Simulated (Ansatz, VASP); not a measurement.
# C: VASP beside Ansatz

The input POSCAR:

```
C
1.0
    3.5602834153      0.0000000000      0.0000000000
    0.0000000000     -3.5602834153      0.0000000000
    0.0000000000      0.0000000000     -3.5602834153
C
8
Direct
    0.4675671736      0.0324328264      0.0324328264
    0.0000000000      0.5000000000      0.0000000000
    0.0000000000      0.0000000000      0.5000000000
    0.5000000000      0.5000000000      0.5000000000
    0.7500000000      0.7500000000      0.7500000000
    0.2500000000      0.2500000000      0.7500000000
    0.2500000000      0.7500000000      0.2500000000
    0.7500000000      0.2500000000      0.2500000000
```

File INCAR.step1:

```
SYSTEM = C
PREC = Accurate ; ENCUT = 910
ISMEAR = 0 ; SIGMA = 0.05
LREAL = .False. ; LASPH = .True.
NELM = 120 ; NBANDS = 26
GGA = PE ; ALGO = Normal
EDIFF = 1E-5 ; LWAVE = .True.
LCHARG = .False. ; GGA_COMPAT = .False.
```

File INCAR.step2:

```
SYSTEM = C
PREC = Accurate ; ENCUT = 910
EDIFF = 1E-6 ; ISMEAR = 0
SIGMA = 0.05 ; LREAL = .False.
LASPH = .True. ; NELM = 120
ALGO = Normal ; ISIF = 2
LWAVE = .False. ; LCHARG = .False.
METAGGA = R2SCAN ; LMIXTAU = .True.
NBANDS = 26 ; ISTART = 1
GGA_COMPAT = .False.
```

KPOINTS

```
Automatic mesh
0
Gamma
  6 6 6
  0 0 0
```

Input for Ansatz:

```yaml
crystal:
  lattice:
    - [3.5602834153, 0.0, 0.0]
    - [0.0, -3.5602834153, 0.0]
    - [0.0, 0.0, -3.5602834153]
  atoms:
    - { symbol: C, position: [0.4675671736, 0.0324328264, 0.0324328264] }
    - { symbol: C, position: [0.0, 0.5, 0.0] }
    - { symbol: C, position: [0.0, 0.0, 0.5] }
    - { symbol: C, position: [0.5, 0.5, 0.5] }
    - { symbol: C, position: [0.75, 0.75, 0.75] }
    - { symbol: C, position: [0.25, 0.25, 0.75] }
    - { symbol: C, position: [0.25, 0.75, 0.25] }
    - { symbol: C, position: [0.75, 0.25, 0.25] }
basis:
  ecutwfc: 500
kpoints:
  mp_grid: { grid: [6, 6, 6] }
hamiltonian:
  xc: r2scan
scf:
  occupations: { method: gaussian, width: 0.05 }
output:
  forces: true
  stress: true
  eigenvalues: true
```

Alike in both runs: task single point; functional r2SCAN; k mesh 6 × 6 × 6; occupations gaussian, width 0.05 eV; no spin polarisation.

|  | VASP | Ansatz |
| --- | --- | --- |
| version | VASP 6.6.1 | Ansatz 0.2.0 |
| potentials or method | VASP PAW PBE potentials, release 64 (C_h), cutoff 910 eV | scalar-relativistic, plane waves, PAW |
| valence electrons in the cell | 32 | 32 |

```csv
,VASP,Ansatz,Ansatz less VASP
gap on the k mesh at the Fermi level (eV),2.51,2.51,-0.001
least direct gap on the mesh (eV),2.51,2.51,-0.001
rms of the force components (eV/Å),1.679,1.681,+0.0021
```

VASP's potentials were made for PBE, not for r2SCAN. Atom by atom the forces differ by 0.003 eV/Å (rms over components).

Noted on VASP's run: the cutoff is short for stress, so the pressure is rough.
